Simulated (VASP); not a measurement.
Here is a VASP 6.6.1 calculation.

INCAR

```
SYSTEM = Ir
  PREC = Accurate
  ENCUT = 600
  EDIFF = 1E-6
  ISMEAR = 0
  SIGMA = 0.1
  LREAL = .FALSE.
  LASPH = .TRUE.
  NELM = 60
  ALGO = Normal
  ISIF = 3
  LWAVE = .FALSE.
  LCHARG = .FALSE.
  GGA = PE
  IVDW = 12
  IBRION = 2
  NSW = 100
  EDIFFG = -0.005
```

KPOINTS

```
Automatic mesh
0
G
  18 18 18
  0 0 0
```

The input POSCAR:

```
Ir
1.0
    0.0000000000      1.9156000000      1.9156000000
    1.9156000000      0.0000000000      1.9156000000
    1.9156000000      1.9156000000      0.0000000000
Ir
1
Direct
    0.0000000000      0.0000000000      0.0000000000
```

Potentials or basis: VASP PAW PBE potentials, release 64 (Ir).

Command:

```sh
$ cat potpaw_PBE.64/Ir/POTCAR > POTCAR
$ mpirun -np 1 vasp_std > vasp.out
```

Q: Predict the space group after relaxing (to 0.05 Å).

A: Fm-3m (No. 225).

Q: What does it give for the relaxed cell?

A: a = 2.717 Å, b = 2.717 Å, c = 2.717 Å, α = 60.00°, β = 60.00°, γ = 60.00°.

Q: What does it give for the relaxed volume?

A: 14.19 Å³/atom.

Q: Predict the dispersion energy per atom.

A: -0.733 eV.

Final structure:
```
CELL_PARAMETERS angstrom
0.00000 1.92152 1.92152
1.92152 0.00000 1.92152
1.92152 1.92152 0.00000
ATOMIC_POSITIONS crystal
Ir 0.00000 0.00000 0.00000
```

Caveat: pairwise dispersion overbinds metals, which lowers pressure and volume. Zero-point motion and thermal expansion aren't in these numbers.
